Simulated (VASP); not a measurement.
Write the native input for VASP 6.6.1 that does the following.

| Quantity | Value |
| --- | --- |
| Task | density of states |
| Functional | PBEsol |
| Potentials or basis | VASP PAW PBE potentials, release 64 (Re) |
| Cutoff | 520 eV |
| k mesh | 17 × 17 × 17 |
| Occupations | fermi-dirac, width 0.1 eV |
| Spin | no spin polarisation |
| Dipole correction | no |
| k mesh for the DOS | 26 × 26 × 26 |
| Occupations for the DOS | tetrahedron |
| Further INCAR settings | ALGO = Normal; EDIFF = 1e-06 |

Crystal: Re.

```xyz
1
Lattice="-1.5426 1.5426 1.5426 1.5426 -1.5426 1.5426 1.5426 1.5426 -1.5426" Properties=species:S:1:pos:R:3 pbc="T T T"
Re    0.0000    0.0000    0.0000
```

One way to write it, as run:

POSCAR

```
Re
1.0
   -1.5426333110      1.5426333110      1.5426333110
    1.5426333110     -1.5426333110      1.5426333110
    1.5426333110      1.5426333110     -1.5426333110
Re
1
Direct
    0.0000000000      0.0000000000      0.0000000000
```

INCAR.step1

```
  PREC = Accurate
  ENCUT = 520
  EDIFF = 1E-6
  ISMEAR = -1
  SIGMA = 0.1
  LREAL = F
  LASPH = T
  NELM = 80
  ALGO = Normal
  ISIF = 2
  LWAVE = F
  LCHARG = T
  LMAXMIX = 4
  GGA = PS
  NBANDS = 10
```

KPOINTS.step1

```
Automatic mesh
0
Gamma
  17 17 17
```

INCAR.step2

```
  PREC = Accurate
  ENCUT = 520
  EDIFF = 1E-6
  ISMEAR = -5
  SIGMA = 0.1
  LREAL = F
  LASPH = T
  NELM = 80
  ALGO = Normal
  ISIF = 2
  LWAVE = F
  LCHARG = F
  LMAXMIX = 4
  GGA = PS
  LORBIT = 11
  NEDOS = 2001
  ICHARG = 11
```

KPOINTS.step2

```
Automatic mesh
0
Gamma
  26 26 26
```

Potentials or basis: VASP PAW PBE potentials, release 64 (Re).

The run is started by

```sh
$ cat potpaw_PBE.64/Re/POTCAR > POTCAR
$ cp INCAR.step1 INCAR
$ cp KPOINTS.step1 KPOINTS
$ mpirun -np 1 vasp_std > vasp.out
$ cp INCAR.step2 INCAR
$ cp KPOINTS.step2 KPOINTS
$ mpirun -np 1 vasp_std > vasp.out
```

It gave:

| Item | Value |
| --- | --- |
| Valence electrons inside the program's atomic spheres | Re 6.15 |

Caveat: spin-orbit coupling is left out, which moves the levels of the heavy elements.

It took 34 s on 1 thread of AMD EPYC 9R45 96-Core Processor (Zen 5), with other jobs on the host, peak memory 0.17 GiB.
